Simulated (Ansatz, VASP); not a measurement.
## SnO2: VASP beside Ansatz

The input INCAR:

```
PREC = Accurate ; ENCUT = 520
EDIFF = 1E-7 ; ISMEAR = 0
SIGMA = 0.05 ; LREAL = False
LASPH = True ; NELM = 80
ALGO = Normal ; ISIF = 2
LWAVE = False ; LCHARG = False
GGA = PE ; IVDW = 12
NBANDS = 35
```

Contents of KPOINTS:

```
Automatic mesh
0
Gamma
  12 12 4
```

Contents of POSCAR:

```
SnO2
1.0
    3.1575531076      0.0000000000      0.0000000000
   -1.5787765538      2.7345212049      0.0000000000
    0.0000000000      0.0000000000     10.1605007849
Sn O
2 4
Direct
   -0.1559678954      0.0000000000      0.5000000000
    0.1559678954      0.0000000000      0.0000000000
    0.5087184888      0.3333333333      0.4017901351
    0.8246148446      0.3333333333      0.0982098649
    0.1753851554      0.6666666667      0.5982098649
    0.4912815112      0.6666666667      0.9017901351
```

Input for Ansatz:

```yaml
crystal:
  lattice:
    - [3.1575531076, 0.0, 0.0]
    - [-1.5787765538, 2.7345212049, 0.0]
    - [0.0, 0.0, 10.1605007849]
  atoms:
    - { symbol: Sn, position: [-0.1559678954, 0.0, 0.5] }
    - { symbol: Sn, position: [0.1559678954, 0.0, 0.0] }
    - { symbol: O, position: [0.5087184888, 0.3333333333, 0.4017901351] }
    - { symbol: O, position: [0.8246148446, 0.3333333333, 0.0982098649] }
    - { symbol: O, position: [0.1753851554, 0.6666666667, 0.5982098649] }
    - { symbol: O, position: [0.4912815112, 0.6666666667, 0.9017901351] }
basis:
  ecutwfc: 520.0
kpoints:
  mp_grid: { grid: [12, 12, 4] }
hamiltonian:
  xc: pbe
  dispersion: d3bj
scf:
  occupations: { method: gaussian, width: 0.05 }
output:
  forces: true
  stress: true
  eigenvalues: true
```

Change from the starting cell: mode 1 frozen in at -0.507 Å, equal normal strain along x, y and z -0.0167.

Alike in both runs: task single point; functional PBE; dispersion D3(BJ); k mesh 12 × 12 × 4; occupations gaussian, width 0.05 eV; no spin polarisation.

|  | VASP | Ansatz |
| --- | --- | --- |
| version | VASP 6.6.1 | Ansatz 0.2.0 |
| potentials or method | VASP PAW PBE potentials, release 64 (Sn_d, O), cutoff 520 eV | scalar-relativistic, plane waves, PAW |
| valence electrons in the cell | 52 | 52 |

|  | VASP | Ansatz | Ansatz less VASP |
| --- | --- | --- | --- |
| gap on the k mesh at the Fermi level (eV) | 2.48 | 2.51 | +0.025 |
| least direct gap on the mesh (eV) | 2.88 | 2.89 | +0.019 |
| pressure (GPa) | 8.2 | 7.5 | -0.67 |
| traceless stress, the component that is largest in VASP (GPa) | -4.39 | -3.98 | +0.414 |
| rms of the force components (eV/Å) | 0.334 | 0.306 | -0.0289 |

Atom by atom the forces differ by 0.029 eV/Å (rms over components).
